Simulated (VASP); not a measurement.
# CuMoH6 (P-6m2) in VASP: notebook

The runs below take CuMoH6 through single point, relaxation of cell and atoms, with PBE.

Program: VASP 6.6.1. These are calculated values, not measurements. Logs are shortened: lines on timing, memory, paths and dates and some standing lists are left out, and cuts for length are marked.

## (1) The cell of the first run

It takes space group P-6m2 (No. 187, hexagonal). Conventional cell: a = 3.740 Å, b = 3.740 Å, c = 5.544 Å, α = 90.00°, β = 90.00°, γ = 120.00°. Cu (site symmetry -6m2) has 8 H at 2.37 to 2.77 Å within 3.1 Å. H (site symmetry mm2) has 2 H at 1.30 Å and 1 Mo at 1.41 Å within 1.7 Å. H (site symmetry 3m) has 1 Mo at 1.79 Å and 4 H at 1.96 to 2.28 Å and 3 Cu at 2.37 Å within 2.4 Å. H (site symmetry -6m2) has 6 H at 1.90 Å and 3 Mo at 2.16 Å within 2.5 Å. Mo (site symmetry -6m2) has 5 H at 1.41 to 1.79 Å within 1.9 Å.

## (2) Single point, PBE

The input, INCAR:

```
PREC     = Accurate       # precision mode
ENCUT    = 520            # plane-wave cutoff, eV
EDIFF    = 1E-7           # SCF threshold, eV
ISMEAR   = 0              # smearing method
SIGMA    = 0.1            # smearing width, eV
LREAL    = F              # projectors in reciprocal space
LASPH    = T              # aspherical terms in the spheres
NELM     = 60             # most SCF steps
ALGO     = Normal         # electronic algorithm
ISIF     = 2              # what is computed and relaxed
LWAVE    = F              # write WAVECAR
LCHARG   = T              # write CHGCAR
GGA      = PE             # functional
LELF     = T              # ELF
LVHAR    = T            
NBANDS   = 26             # bands
```

The input, KPOINTS:

```
regular mesh
0
Gamma
  6 6 4
```

The input, POSCAR:

```
CuMoH6
1.0
    3.7402125200      0.0000000000      0.0000000000
   -1.8701062600      3.2391190600      0.0000000000
    0.0000000000      0.0000000000      5.5443442300
Cu H Mo
1 6 1
Direct
    0.0000000000      0.0000000000      0.0000000000
    0.5512165500      0.4487834500      0.5000000000
    0.5512165500      0.1024331000      0.5000000000
    0.8975669000      0.4487834500      0.5000000000
    0.3333333300      0.6666666700      0.1771238200
    0.3333333300      0.6666666700      0.8228761800
    0.0000000000      0.0000000000      0.5000000000
    0.3333333300      0.6666666700      0.5000000000
```

Potentials or basis: VASP PAW PBE potentials, release 64 (Cu, H, Mo_sv).

Launch:

```bash
$ cat potpaw_PBE.64/Cu/POTCAR potpaw_PBE.64/H/POTCAR potpaw_PBE.64/Mo_sv/POTCAR > POTCAR
$ mpirun -np 1 vasp_std > vasp.out
```

OUTCAR:

```text
PREC = Accurate
   ENCUT = 520
   EDIFF = 1E-7
   ISMEAR = 0
   LREAL = F
   LASPH = T
   NELM = 60
   ISIF = 2
   GGA = PE

 ion  position               nearest neighbor table
   1  0.000  0.000  0.000-
   2  0.551  0.449  0.500-   8 1.41
   3  0.551  0.102  0.500-   8 1.41
   4  0.898  0.449  0.500-   8 1.41
   5  0.333  0.667  0.177-   8 1.79
   6  0.333  0.667  0.823-   8 1.79
   7  0.000  0.000  0.500-   8 2.16   8 2.16   8 2.16
   8  0.333  0.667  0.500-   4 1.41   3 1.41   2 1.41   5 1.79   6 1.79   7 2.16   7 2.16   7 2.16

  LATTYP: Found a hexagonal cell.
 ALAT       =     3.7402125200
 C/A-ratio  =     1.4823607483

  Lattice vectors:

 A1 = (   3.7402125200,   0.0000000000,   0.0000000000)
 A2 = (  -1.8701062600,   3.2391190600,   0.0000000000)
 A3 = (   0.0000000000,   0.0000000000,   5.5443442300)

Analysis of symmetry for initial positions (statically):
=====================================================================
 Subroutine PRICEL returns:
 Original cell was already a primitive cell.

 Routine SETGRP: Setting up the symmetry group for a
 hexagonal supercell.

 Subroutine GETGRP returns: Found 12 space group operations
 (whereof 12 operations were pure point group operations)
 out of a pool of 24 trial point group operations.

The static configuration has the point symmetry D_3h.

Analysis of symmetry for dynamics (positions and initial velocities):
=====================================================================
 Subroutine PRICEL returns:
 Original cell was already a primitive cell.

 Routine SETGRP: Setting up the symmetry group for a
 hexagonal supercell.

 Subroutine GETGRP returns: Found 12 space group operations
 (whereof 12 operations were pure point group operations)
 out of a pool of 24 trial point group operations.

The dynamic configuration has the point symmetry D_3h.

 Subroutine INISYM returns: Found 12 space group operations
 (whereof 12 operations are pure point group operations),
 and found     1 'primitive' translations

----------------------------------------------------------------------------------------

                                     Primitive cell

  volume of cell :      67.1697

  direct lattice vectors                    reciprocal lattice vectors
[... 99 lines left out ...]
   IBRION =     -1    ionic relax: 0-MD 1-quasi-New 2-CG
   NFREE  =      0    steps in history (QN), initial steepest desc. (CG)
   ISIF   =      2    stress and relaxation
   ISYM   =      2    0-nonsym 1-usesym 2-fastsym
   POTIM  = 0.5000    time-step for ionic-motion
   TEBEG  =    0.0;   TEEND  =   0.0 temperature during run
   PSTRESS=    0.0 pullay stress
   NELECT =      31.0000    total number of electrons
   NUPDOWN=      -1.0000    fix difference up-down
   EMIN   =  10.00;   EMAX   =-10.00  energy-range for DOS
   EFERMI =   0.00;   METHOD = LEGACY
   ISMEAR =     0;   SIGMA  =   0.10  broadening in eV -4-tet -1-fermi 0-gaus
   EFERMI_NEDOS =   21; number of points for ismear=-14 and -15
   IALGO  =     38    algorithm
   IMIX   =      4    mixing-type and parameters
     AMIX     =   0.40;   BMIX     =  1.00
     AMIX_MAG =   1.60;   BMIX_MAG =  1.00
  volume/ion in A,a.u.               =       8.40        56.66
  Fermi-wavevector in a.u.,A,eV,Ry     =   1.265137  2.390763 21.777104  1.600572
  Thomas-Fermi vector in A             =   2.398406
   LORBIT       =      0    0 simple, 1 ext, 2 COOP (PROOUT), +10 PAW based schemes
   GGA     = PE    functional components
   LHFCALC =     F    Hartree Fock is set to
   AEXX    =    0.0000 exact exchange contribution
   IVDW    =     0    specifies the selected vdW correction
   LEPSILON=     F    determine dielectric tensor
   LRPA    =     F    only Hartree local field effects (RPA)
 non-spin polarized calculation
 Gauss-broadening in eV      SIGMA  =   0.10
  energy-cutoff  :      520.00
  volume of cell :       67.17
 maximum number of plane-waves:      1820
 NGX is ok and might be reduce to    28
   NGX = 13   NGY = 13   NGZ = 21

 number of electron      31.0000018 magnetization

 Free energy of the ion-electron system (eV)
  ---------------------------------------------------
  ext. energy  EPLUGINS =         0.00000000
  ---------------------------------------------------
  free energy    TOTEN  =       -25.09648318 eV

  energy without entropy =      -25.07707758  energy(sigma->0) =      -25.08678038

 E-fermi :   3.1262     XC(G=0):  -9.8604

 val. band max:        3.1215350099   @ k =   0.3333   0.1667   0.0000
 cond. band min:       3.1502386113   @ k =   0.5000   0.0000   0.0000
 fundamental gap:      0.0287036014
 Fermi energy:         3.1261509351

 k-point     1 :       0.0000    0.0000    0.0000
  band No.  band energies     occupation
      1     -57.1716      2.00000
      2     -31.6033      2.00000
      3     -31.6033      2.00000
      4     -31.3126      2.00000
      5      -7.3578      2.00000
      6      -3.4754      2.00000
[... 598 lines left out ...]
     25      13.8160      0.00000
     26      14.8352      0.00000

------------------------ aborting loop because EDIFF is reached ----------------------------------------

  FORCE on cell =-STRESS in cart. coord.  units (eV):
  Direction    XX          YY          ZZ          XY          YZ          ZX
  --------------------------------------------------------------------------------------
  -------------------------------------------------------------------------------------
  Total       11.9458840     11.9458840     -1.7472653      0.0000000      0.0000000     -0.0000000
  in kB      284.9413637    284.9413641    -41.6769628      0.0000000      0.0000000     -0.0000000
  external PRESSURE =     176.0685883 kB  Pullay stress =       0.0000000 kB

 VOLUME and BASIS-vectors are now :
 -----------------------------------------------------------------------------
  energy-cutoff  :      520.00
  volume of cell :       67.17
      direct lattice vectors                 reciprocal lattice vectors
     3.740212520  0.000000000  0.000000000     0.267364487  0.154362958  0.000000000
    -1.870106260  3.239119060  0.000000000     0.000000000  0.308725916  0.000000000
     0.000000000  0.000000000  5.544344230     0.000000000  0.000000000  0.180363981

 POSITION                                       TOTAL-FORCE (eV/Angst)
 -----------------------------------------------------------------------------------
      0.00000      0.00000      0.00000        -0.000000      0.000000      0.000000
      1.22239      1.45366      2.77217         4.672603     -2.697728      0.000000
      1.87011      0.33179      2.77217        -0.000000      5.395457      0.000000
      2.51782      1.45366      2.77217        -4.672603     -2.697728      0.000000
     -0.00000      2.15941      0.98204        -0.000000      0.000000     -1.032341
     -0.00000      2.15941      4.56231        -0.000000      0.000000      1.032341
      0.00000      0.00000      2.77217        -0.000000      0.000000      0.000000
     -0.00000      2.15941      2.77217        -0.000000      0.000000      0.000000
 -----------------------------------------------------------------------------------
    total drift:                                0.000037     -0.000022     -0.000000

  FREE ENERGIE OF THE ION-ELECTRON SYSTEM (eV)
  ---------------------------------------------------
  free  energy   TOTEN  =       -25.0964831814 eV

  energy  without entropy=      -25.0770775768  energy(sigma->0) =      -25.08678038
```

stdout:

```text
POSCAR found type information on POSCAR CuH Mo
 POSCAR found :  3 types and       8 ions
 scaLAPACK will be used
 LDA part: xc-table for (Slater+PW92), standard interpolation
 POSCAR, INCAR and KPOINTS ok, starting setup
 FFT: planning ... GRIDC
 FFT: planning ... GRID_SOFT
 FFT: planning ... GRID
 WAVECAR not read
 entering main loop
```

Run time: 57 s. Hardware: 1 thread of Intel Xeon Platinum 8259CL at 2.50GHz (Skylake/Cascade Lake), shared host; peak memory 0.19 GiB.

What came out:

```yaml
Free_energy: -25.0965 eV
Pressure: 17.6 GPa
Largest_force: 5.395 eV/Å
```

Forces in eV/Å, atoms in the order of the input:
```
Cu   0.000  0.000  0.000
H    4.673 -2.698  0.000
H    0.000  5.395  0.000
H   -4.673 -2.698  0.000
H    0.000  0.000 -1.032
H    0.000  0.000  1.032
H    0.000  0.000  0.000
Mo   0.000  0.000  0.000
```

Stress tensor (GPa, compression positive):
```
28.49  0.00  0.00
 0.00 28.49  0.00
 0.00  0.00 -4.17
```

Caveat: forces of over 1 eV/Å act on the atoms, so gaps and moduli don't describe the material at rest.

## (3) Single point, PBE

This run uses another cell than the first one, of 8.42 Å³/atom, 1.003 times its volume.

The input, INCAR:

```
SYSTEM = CuMoH6
PREC = Accurate
ENCUT = 520
EDIFF = 1E-7
ISMEAR = 0
SIGMA = 0.1
LREAL = .FALSE.
LASPH = .TRUE.
NELM = 60
ALGO = Normal
ISIF = 2
LWAVE = .FALSE.
LCHARG = .TRUE.
GGA = PE
LELF = .TRUE.
LVHAR = .TRUE.
NBANDS = 26
```

The input, KPOINTS:

```
Automatic mesh
0
G
  12 12 10
  0 0 0
```

The input, POSCAR:

```
CuMoH6
1.0
    4.2429397363      0.0000000000      0.0000000000
   -2.1214698681      3.6744935984      0.0000000000
    0.0000000000      0.0000000000      4.3200919094
Cu H Mo
1 6 1
Direct
    0.0000000000      0.0000000000      0.0000000000
    0.5597371819      0.4402628181      0.5000000000
    0.5597371819      0.1194743639      0.5000000000
    0.8805256361      0.4402628181      0.5000000000
    0.3333333333      0.6666666667      0.0972099303
    0.3333333333      0.6666666667      0.9027900697
    0.0000000000      0.0000000000      0.5000000000
    0.3333333333      0.6666666667      0.5000000000
```

Potentials or basis: VASP PAW PBE potentials, release 64 (Cu, H, Mo_sv).

Launch:

```bash
$ cat potpaw_PBE.64/Cu/POTCAR potpaw_PBE.64/H/POTCAR potpaw_PBE.64/Mo_sv/POTCAR > POTCAR
$ mpirun -np 1 vasp_std > vasp.out
```

OUTCAR:

```text
SYSTEM = CuMoH6
   PREC = Accurate
   ENCUT = 520
   EDIFF = 1E-7
   ISMEAR = 0
   LREAL = .FALSE.
   LASPH = .TRUE.
   NELM = 60
   ISIF = 2
   GGA = PE

 ion  position               nearest neighbor table
   1  0.000  0.000  0.000-
   2  0.560  0.440  0.500-   8 1.66
   3  0.560  0.119  0.500-   8 1.66
   4  0.881  0.440  0.500-   8 1.66
   5  0.333  0.667  0.097-   6 0.84   8 1.74
   6  0.333  0.667  0.903-   5 0.84   8 1.74
   7  0.000  0.000  0.500-
   8  0.333  0.667  0.500-   2 1.66   4 1.66   3 1.66   5 1.74   6 1.74

  LATTYP: Found a hexagonal cell.
 ALAT       =     4.2429397363
 C/A-ratio  =     1.0181836599

  Lattice vectors:

 A1 = (   4.2429397363,   0.0000000000,   0.0000000000)
 A2 = (  -2.1214698681,   3.6744935984,   0.0000000000)
 A3 = (   0.0000000000,   0.0000000000,   4.3200919094)

Analysis of symmetry for initial positions (statically):
=====================================================================
 Subroutine PRICEL returns:
 Original cell was already a primitive cell.

 Routine SETGRP: Setting up the symmetry group for a
 hexagonal supercell.

 Subroutine GETGRP returns: Found 12 space group operations
 (whereof 12 operations were pure point group operations)
 out of a pool of 24 trial point group operations.

The static configuration has the point symmetry D_3h.

Analysis of symmetry for dynamics (positions and initial velocities):
=====================================================================
 Subroutine PRICEL returns:
 Original cell was already a primitive cell.

 Routine SETGRP: Setting up the symmetry group for a
 hexagonal supercell.
[... 130 lines left out ...]
   EMIN   =  10.00;   EMAX   =-10.00  energy-range for DOS
   EFERMI =   0.00;   METHOD = LEGACY
   ISMEAR =     0;   SIGMA  =   0.10  broadening in eV -4-tet -1-fermi 0-gaus
   EFERMI_NEDOS =   21; number of points for ismear=-14 and -15
   IALGO  =     38    algorithm
   IMIX   =      4    mixing-type and parameters
     AMIX     =   0.40;   BMIX     =  1.00
     AMIX_MAG =   1.60;   BMIX_MAG =  1.00
  volume/ion in A,a.u.               =       8.42        56.82
  Fermi-wavevector in a.u.,A,eV,Ry     =   1.263988  2.388591 21.737561  1.597666
  Thomas-Fermi vector in A             =   2.397316
   LORBIT       =      0    0 simple, 1 ext, 2 COOP (PROOUT), +10 PAW based schemes
   GGA     = PE    functional components
   LHFCALC =     F    Hartree Fock is set to
   AEXX    =    0.0000 exact exchange contribution
   IVDW    =     0    specifies the selected vdW correction
   LEPSILON=     F    determine dielectric tensor
   LRPA    =     F    only Hartree local field effects (RPA)
 non-spin polarized calculation
 Gauss-broadening in eV      SIGMA  =   0.10
  energy-cutoff  :      520.00
  volume of cell :       67.35
 maximum number of plane-waves:      1842
 NGX is ok and might be reduce to    32
   NGX = 15   NGY = 15   NGZ = 17

 number of electron      31.0000001 magnetization

 Free energy of the ion-electron system (eV)
  ---------------------------------------------------
  ext. energy  EPLUGINS =         0.00000000
  ---------------------------------------------------
  free energy    TOTEN  =       -27.82705127 eV

  energy without entropy =      -27.81210375  energy(sigma->0) =      -27.81957751

 E-fermi :   3.0700     XC(G=0):  -9.9045

 val. band max:        3.0589552066   @ k =   0.2500  -0.0000   0.2000
 cond. band min:       3.0766658301   @ k =   0.2500  -0.0000   0.4000
 fundamental gap:      0.0177106235
 Fermi energy:         3.0700293247

 k-point     1 :       0.0000    0.0000    0.0000
  band No.  band energies     occupation
      1     -57.1134      2.00000
      2     -31.4247      2.00000
      3     -31.2387      2.00000
      4     -31.2387      2.00000
      5      -6.8786      2.00000
      6      -5.0357      2.00000
[... 685 lines left out ...]
     25      13.5676      0.00000
     26      14.5505      0.00000

 [... further k-points ...]
[... 5 lines left out ...]
  --------------------------------------------------------------------------------------
  -------------------------------------------------------------------------------------
  Total       -0.0029021     -0.0029021      0.0334048     -0.0000000      0.0000000     -0.0000000
  in kB       -0.0690351     -0.0690351      0.7946243     -0.0000000      0.0000000     -0.0000000
  external PRESSURE =       0.2188513 kB  Pullay stress =       0.0000000 kB

 VOLUME and BASIS-vectors are now :
 -----------------------------------------------------------------------------
  energy-cutoff  :      520.00
  volume of cell :       67.35
      direct lattice vectors                 reciprocal lattice vectors
     4.242939736  0.000000000  0.000000000     0.235685648  0.136073172  0.000000000
    -2.121469868  3.674493598  0.000000000     0.000000000  0.272146344  0.000000000
     0.000000000  0.000000000  4.320091909     0.000000000  0.000000000  0.231476557

 POSITION                                       TOTAL-FORCE (eV/Angst)
 -----------------------------------------------------------------------------------
      0.00000      0.00000      0.00000        -0.000000      0.000000     -0.000000
      1.44093      1.61774      2.16005         0.004846     -0.002798     -0.000000
      2.12147      0.43901      2.16005         0.000000      0.005596     -0.000000
      2.80201      1.61774      2.16005        -0.004846     -0.002798     -0.000000
     -0.00000      2.44966      0.41996        -0.000000     -0.000000     -0.000822
     -0.00000      2.44966      3.90014        -0.000000      0.000000      0.000822
      0.00000      0.00000      2.16005        -0.000000     -0.000000     -0.000000
     -0.00000      2.44966      2.16005        -0.000000      0.000000     -0.000000
 -----------------------------------------------------------------------------------
    total drift:                               -0.000001      0.000000     -0.000000

  FREE ENERGIE OF THE ION-ELECTRON SYSTEM (eV)
  ---------------------------------------------------
  free  energy   TOTEN  =       -27.8270512680 eV

  energy  without entropy=      -27.8121037505  energy(sigma->0) =      -27.81957751
```

stdout:

```text
POSCAR found type information on POSCAR CuH Mo
 POSCAR found :  3 types and       8 ions
 scaLAPACK will be used
 LDA part: xc-table for (Slater+PW92), standard interpolation
 POSCAR, INCAR and KPOINTS ok, starting setup
 FFT: planning ... GRIDC
 FFT: planning ... GRID_SOFT
 FFT: planning ... GRID
 WAVECAR not read
 entering main loop
```

Run time: 3.5 min. Hardware: 1 thread of Intel Xeon Platinum 8259CL at 2.50GHz (Skylake/Cascade Lake), shared host; peak memory 0.32 GiB.

Results:

```
Free energy   : -27.8271 eV
Pressure      : 0.0 GPa
Largest force : 0.006 eV/Å
```

Forces on the atoms (eV/Å):
```
Cu   0.000  0.000  0.000
H    0.005 -0.003  0.000
H    0.000  0.006  0.000
H   -0.005 -0.003  0.000
H    0.000  0.000 -0.001
H    0.000  0.000  0.001
H    0.000  0.000  0.000
Mo   0.000  0.000  0.000
```

Levels at points of the mesh, in eV from the Fermi level:
```csv
k point,band 11,band 12,band 13,band 14,band 15,band 16,band 17,band 18,band 19,band 20
"(0.00, 0.00, 0.00)",-1.97,-1.85,-1.85,-0.52,0.59,0.59,1.71,3.85,4.41,4.41
"(0.50, 0.00, 0.00)",-1.86,-1.72,-1.36,-1.22,-0.28,0.59,2.00,2.84,3.89,4.23
"(0.00, 0.00, 0.50)",-2.11,-1.91,-1.55,-1.55,-1.03,0.24,0.24,0.43,5.66,5.66
"(0.50, 0.00, 0.50)",-1.92,-1.86,-1.81,-1.70,-1.32,-0.59,-0.34,2.54,3.48,4.41
```

(Continued in part 2 of 2.)
